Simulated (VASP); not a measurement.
# KI (Fm-3m) in VASP: a series of runs

Aim: see how the results for KI move with the level of theory and the settings. Levels: PBEsol, PBE. Tasks: single point.

Everything below comes from runs of VASP 6.6.1. Logs are shortened: lines on timing, memory, paths and dates and some standing lists are left out, and cuts for length are marked.

### 1 The cell of the first run

Symmetry: Fm-3m, No. 225, cubic system. The conventional cell has a = 7.066 Å, b = 7.066 Å, c = 7.066 Å, α = 90.00°, β = 90.00°, γ = 90.00°. I (site symmetry m-3m) has 6 K at 3.53 Å within 4.6 Å. K (site symmetry m-3m) has 6 I at 3.53 Å within 4.6 Å.

### 2 Single point, PBEsol, non-collinear spin, zero start, spin-orbit coupling

INCAR reads:

```
SYSTEM = KI
ALGO = Normal ; EDIFF = 1E-6
ENCUT = 520 ; GGA = PS
GGA_COMPAT = .False. ; ISIF = 2
ISMEAR = -1 ; LASPH = .True.
LCHARG = .False. ; LORBIT = 11
LORBMOM = .True. ; LREAL = .False.
LSORBIT = .True. ; LWAVE = .False.
MAGMOM = 0 0 0 0 0 0 ; NBANDS = 28
NELM = 150 ; PREC = Accurate
SIGMA = 0.05
```

KPOINTS reads:

```
k-points
0
Gamma
  5 5 5
  0 0 0
```

POSCAR reads:

```
KI
1.0
    0.0000000000      3.5327750000      3.5327750000
    3.5327750000      0.0000000000      3.5327750000
    3.5327750000      3.5327750000      0.0000000000
I K
1 1
Direct
    0.5000000000      0.5000000000      0.5000000000
    0.0000000000      0.0000000000      0.0000000000
```

Potentials or basis: VASP PAW PBE potentials, release 64 (I, K_sv).

Command:

```
$ cat potpaw_PBE.64/I/POTCAR potpaw_PBE.64/K_sv/POTCAR > POTCAR
$ mpirun -np 1 vasp_ncl > vasp.out
```

OUTCAR:

```text
SYSTEM = KI
   EDIFF = 1E-6
   ENCUT = 520
   GGA = PS
   ISIF = 2
   ISMEAR = -1
   LASPH = .True.
   LORBIT = 11
   LREAL = .False.
   LSORBIT = .True.
   NELM = 150
   PREC = Accurate

 ion  position               nearest neighbor table
   1  0.500  0.500  0.500-   2 3.53   2 3.53   2 3.53   2 3.53   2 3.53   2 3.53
   2  0.000  0.000  0.000-   1 3.53   1 3.53   1 3.53   1 3.53   1 3.53   1 3.53

  LATTYP: Found a face centered cubic cell.
 ALAT       =     7.0655500000

  Lattice vectors:

 A1 = (   0.0000000000,   3.5327750000,   3.5327750000)
 A2 = (   3.5327750000,   0.0000000000,   3.5327750000)
 A3 = (   3.5327750000,   3.5327750000,   0.0000000000)

Analysis of symmetry for initial positions (statically):
=====================================================================
 Subroutine PRICEL returns:
 Original cell was already a primitive cell.

 Routine SETGRP: Setting up the symmetry group for a
 face centered cubic supercell.

 Subroutine GETGRP returns: Found 48 space group operations
 (whereof 48 operations were pure point group operations)
 out of a pool of 48 trial point group operations.

The static configuration has the point symmetry O_h .

Analysis of symmetry for dynamics (positions and initial velocities):
=====================================================================
 Subroutine PRICEL returns:
 Original cell was already a primitive cell.

 Routine SETGRP: Setting up the symmetry group for a
 face centered cubic supercell.

 Subroutine GETGRP returns: Found 48 space group operations
 (whereof 48 operations were pure point group operations)
 out of a pool of 48 trial point group operations.

The dynamic configuration has the point symmetry O_h .

Analysis of structural, dynamic, and magnetic symmetry:
=====================================================================
 Subroutine PRICEL returns:
 Original cell was already a primitive cell.

 Routine SETGRP: Setting up the symmetry group for a
 face centered cubic supercell.

 Subroutine GETGRP returns: Found 48 space group operations
 (whereof 48 operations were pure point group operations)
 out of a pool of 48 trial point group operations.

The overall configuration has the point symmetry O_h .

 Subroutine INISYM returns: Found 48 space group operations
 (whereof 48 operations are pure point group operations),
 and found     1 'primitive' translations
[... 471 lines left out ...]
      3.53277      3.53277      3.53277         0.000000     -0.000000      0.000000
      0.00000      0.00000      0.00000        -0.000000      0.000000     -0.000000
 -----------------------------------------------------------------------------------
    total drift:                                0.000000     -0.000000     -0.000000

  FREE ENERGIE OF THE ION-ELECTRON SYSTEM (eV)
  ---------------------------------------------------
  free  energy   TOTEN  =        -5.9422744370 eV

  energy  without entropy=       -5.9422744369  energy(sigma->0) =       -5.94227444

 orbital moment (x)

 # of ion     p       d       tot
 ----------------------------------------
  1         0.000   0.000   0.000
  2         0.000  -0.000  -0.000
 ----------------------------------------
            0.000  -0.000  -0.000

 orbital moment (y)

 # of ion     p       d       tot
 ----------------------------------------
  1         0.000  -0.000  -0.000
  2         0.000   0.000   0.000
 ----------------------------------------
            0.000   0.000   0.000

 orbital moment (z)

 # of ion     p       d       tot
 ----------------------------------------
  1         0.000   0.000   0.000
  2         0.000   0.000   0.000
 ----------------------------------------
            0.000   0.000   0.000

 Spin-Orbit-Coupling matrix elements

 Ion:    1  E_soc:     -0.2496973
 l=   1
     0.0000000    -0.0416128    -0.0416128
    -0.0416128     0.0000000    -0.0416128
    -0.0416128    -0.0416128     0.0000000
 l=   2
     0.0000000    -0.0000010     0.0000000    -0.0000010    -0.0000025
    -0.0000010     0.0000000    -0.0000019    -0.0000010    -0.0000006
     0.0000000    -0.0000019     0.0000000    -0.0000019     0.0000000
    -0.0000010    -0.0000010    -0.0000019     0.0000000    -0.0000006
    -0.0000025    -0.0000006     0.0000000    -0.0000006     0.0000000
 l=   3
     0.0000000     0.0000000     0.0000000     0.0000000     0.0000000     0.0000000     0.0000000
     0.0000000     0.0000000     0.0000000     0.0000000     0.0000000     0.0000000     0.0000000
     0.0000000     0.0000000     0.0000000     0.0000000     0.0000000     0.0000000     0.0000000
     0.0000000     0.0000000     0.0000000     0.0000000     0.0000000     0.0000000     0.0000000
     0.0000000     0.0000000     0.0000000     0.0000000     0.0000000     0.0000000     0.0000000
     0.0000000     0.0000000     0.0000000     0.0000000     0.0000000     0.0000000     0.0000000
     0.0000000     0.0000000     0.0000000     0.0000000     0.0000000     0.0000000     0.0000000

 Ion:    2  E_soc:     -0.0082703
 l=   1
     0.0000000    -0.0013763    -0.0013763
    -0.0013763     0.0000000    -0.0013763
    -0.0013763    -0.0013763     0.0000000
 l=   2
     0.0000000     0.0000002     0.0000000     0.0000002    -0.0000024
     0.0000002     0.0000000    -0.0000018     0.0000002    -0.0000006
     0.0000000    -0.0000018     0.0000000    -0.0000018     0.0000000
     0.0000002     0.0000002    -0.0000018     0.0000000    -0.0000006
    -0.0000024    -0.0000006     0.0000000    -0.0000006     0.0000000
 l=   3
     0.0000000     0.0000000     0.0000000     0.0000000     0.0000000     0.0000000     0.0000000
     0.0000000     0.0000000     0.0000000     0.0000000     0.0000000     0.0000000     0.0000000
     0.0000000     0.0000000     0.0000000     0.0000000     0.0000000     0.0000000     0.0000000
     0.0000000     0.0000000     0.0000000     0.0000000     0.0000000     0.0000000     0.0000000
     0.0000000     0.0000000     0.0000000     0.0000000     0.0000000     0.0000000     0.0000000
     0.0000000     0.0000000     0.0000000     0.0000000     0.0000000     0.0000000     0.0000000
     0.0000000     0.0000000     0.0000000     0.0000000     0.0000000     0.0000000     0.0000000

 total charge

# of ion       s       p       d       tot
------------------------------------------
    1        1.491   2.839   0.001   4.332
    2        1.956   5.566   0.023   7.545
--------------------------------------------------
tot          3.448   8.405   0.024  11.877

 magnetization (x)

# of ion       s       p       d       tot
------------------------------------------
    1       -0.000  -0.000   0.000  -0.000
    2        0.000   0.000  -0.000   0.000
--------------------------------------------------
tot         -0.000  -0.000  -0.000  -0.000

 magnetization (y)

# of ion       s       p       d       tot
------------------------------------------
    1       -0.000   0.000   0.000  -0.000
    2       -0.000   0.000   0.000  -0.000
--------------------------------------------------
tot         -0.000   0.000   0.000  -0.000

 magnetization (z)

# of ion       s       p       d       tot
------------------------------------------
    1        0.000   0.000   0.000   0.000
    2        0.000  -0.000   0.000   0.000
--------------------------------------------------
tot          0.000   0.000   0.000   0.000
```

OSZICAR:

```text
N       E                     dE             d eps       ncg     rms          rms(c)
DAV:   1     0.100773963795E+03    0.10077E+03   -0.64688E+03   560   0.968E+02
DAV:   2     0.225591479102E+01   -0.98518E+02   -0.93509E+02   688   0.246E+02
DAV:   3    -0.578822741373E+01   -0.80441E+01   -0.80092E+01   916   0.575E+01
DAV:   4    -0.602254246260E+01   -0.23432E+00   -0.23384E+00   804   0.955E+00
DAV:   5    -0.603003004984E+01   -0.74876E-02   -0.74869E-02   800   0.128E+00    0.418E+00
DAV:   6    -0.594485623515E+01    0.85174E-01   -0.95450E-02   684   0.225E+00    0.282E+00
DAV:   7    -0.593472673818E+01    0.10129E-01   -0.74608E-02   712   0.148E+00    0.190E+00
DAV:   8    -0.594077850281E+01   -0.60518E-02   -0.20943E-02   824   0.764E-01    0.549E-01
DAV:   9    -0.594192434497E+01   -0.11458E-02   -0.45014E-03   600   0.446E-01    0.101E-01
DAV:  10    -0.594207437131E+01   -0.15003E-03   -0.27920E-04   796   0.112E-01    0.565E-02
DAV:  11    -0.594222408223E+01   -0.14971E-03   -0.93568E-05   620   0.528E-02    0.403E-02
DAV:  12    -0.594227285214E+01   -0.48770E-04   -0.41878E-05   712   0.399E-02    0.139E-02
DAV:  13    -0.594227436563E+01   -0.15135E-05   -0.25193E-06   652   0.858E-03    0.573E-03
DAV:  14    -0.594227443697E+01   -0.71347E-07   -0.13745E-06   500   0.637E-03
   1 F= -.59422744E+01 E0= -.59422744E+01  d E =-.318460E-10  mag=     0.0000    -0.0000     0.0000
```

It took 96 s on 1 thread of Intel Xeon Platinum 8259CL at 2.50GHz (Skylake/Cascade Lake), shared host; peak memory 0.48 GiB.

Results:

```yaml
Free_energy: -5.9423 eV
Pressure: -0.2 GPa
Net_moment: 0.00 μB per cell
Valence_electrons_inside_the_program's_atomic_spheres: I 4.33; K 7.54
```

Moments on the atoms (μB; x, y, z):
```
I   0.00 0.00 0.00
K   0.00 0.00 0.00
```

Caveat: the PAW data sets were made with another functional, which shifts forces and pressure a little.

### 3 Single point, PBE

This run uses another cell than the first one, of 42.33 Å³/atom.

INCAR reads:

```
SYSTEM = KI
PREC     = Accurate       ! precision mode
ENCUT    = 520            ! plane-wave cutoff, eV
EDIFF    = 1E-7           ! SCF threshold, eV
ISMEAR   = -1             ! smearing method
SIGMA    = 0.05           ! smearing width, eV
LREAL    = .False.        ! projectors in reciprocal space
LASPH    = .True.         ! aspherical terms in the spheres
NELM     = 60             ! most SCF steps
ALGO     = Normal         ! electronic algorithm
ISIF     = 2              ! what is computed and relaxed
LWAVE    = .False.        ! write WAVECAR
LCHARG   = .False.        ! write CHGCAR
GGA      = PE             ! functional
NBANDS   = 15             ! bands
```

KPOINTS reads:

```
regular mesh
0
Gamma
  7 7 7
  0 0 0
```

POSCAR reads:

```
KI
1.0
    0.0000000000      3.4850289444      3.4850289444
    3.4850289444      0.0000000000      3.4850289444
    3.4850289444      3.4850289444      0.0000000000
I K
1 1
Direct
    0.5000000000      0.5000000000      0.5000000000
    0.0000000000      0.0000000000      0.0000000000
```

Potentials or basis: VASP PAW PBE potentials, release 64 (I, K_sv).

Command:

```
$ cat potpaw_PBE.64/I/POTCAR potpaw_PBE.64/K_sv/POTCAR > POTCAR
$ mpirun -np 1 vasp_std > vasp.out
```

Wall time 32 s (1 thread of Intel Xeon Platinum 8488C (Sapphire Rapids), shared host); peak memory 0.24 GiB.

It converged, with:

- Free energy: -5.5362 eV
- Pressure: 1.2 GPa
- Band gap on the k mesh: 4.06 eV

Levels at points of the mesh, in eV from the valence-band top:
```
           k point  band 5  band 6  band 7  band 8  band 9  band 10  band 11  band 12
(0.00, 0.00, 0.00)  -10.57    0.00    0.00    0.00    4.06     6.48     6.48     6.48
```

Caveat: spin-orbit coupling is left out, which moves the levels of the heavy elements. As with any semilocal functional, this PBE gap is likely too small.
